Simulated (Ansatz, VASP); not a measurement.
One calculation of NaCl, two programs

The input INCAR:

```
PREC = Accurate
ENCUT = 500
EDIFF = 1E-6
ISMEAR = 0
SIGMA = 0.05
LREAL = False
LASPH = True
NELM = 120
ALGO = Normal
ISIF = 2
LWAVE = False
LCHARG = False
GGA = PE
NBANDS = 14
GGA_COMPAT = False
```

File KPOINTS:

```
regular mesh
0
Gamma
  8 8 8
```

POSCAR

```
NaCl
1.0
    2.8695017309      0.0000000000      0.0000000000
    0.0000000000      2.8695017309      0.0000000000
    0.0000000000      0.0000000000      2.8695017309
Na Cl
1 1
Direct
    0.0000000000      0.0000000000      0.0000000000
    0.5000000000      0.5000000000      0.5000000000
```

Input for Ansatz:

```yaml
crystal:
  lattice:
    - [2.8695017309, 0.0, 0.0]
    - [0.0, 2.8695017309, 0.0]
    - [0.0, 0.0, 2.8695017309]
  atoms:
    - { symbol: Na, position: [0.0, 0.0, 0.0] }
    - { symbol: Cl, position: [0.5, 0.5, 0.5] }
basis:
  ecutwfc: 420
  ecutrho_ratio: 4
kpoints:
  mp_grid: { grid: [8, 8, 8] }
hamiltonian:
  xc: pbe
scf:
  occupations: { method: gaussian, width: 0.05 }
output:
  forces: true
  stress: true
  eigenvalues: true
```

Alike in both runs: task single point; functional PBE; k mesh 8 × 8 × 8; occupations gaussian, width 0.05 eV; no spin polarisation.

|  | VASP | Ansatz |
| --- | --- | --- |
| version | VASP 6.6.1 | Ansatz 0.2.0 |
| potentials or method | VASP PAW PBE potentials, release 64 (Na_pv, Cl), cutoff 500 eV | scalar-relativistic, plane waves, PAW |
| valence electrons in the cell | 14 | 16 |

|  | VASP | Ansatz | Ansatz less VASP |
| --- | --- | --- | --- |
| gap on the k mesh at the Fermi level (eV) | 4.46 | 4.41 | -0.045 |
| least direct gap on the mesh (eV) | 4.46 | 4.41 | -0.045 |

The functional is the same, so the differences come from potentials, cutoffs and numerics. VASP's potentials hold 14 valence electrons a cell and Ansatz's 16, so a difference there can come from the potentials and not from the codes.
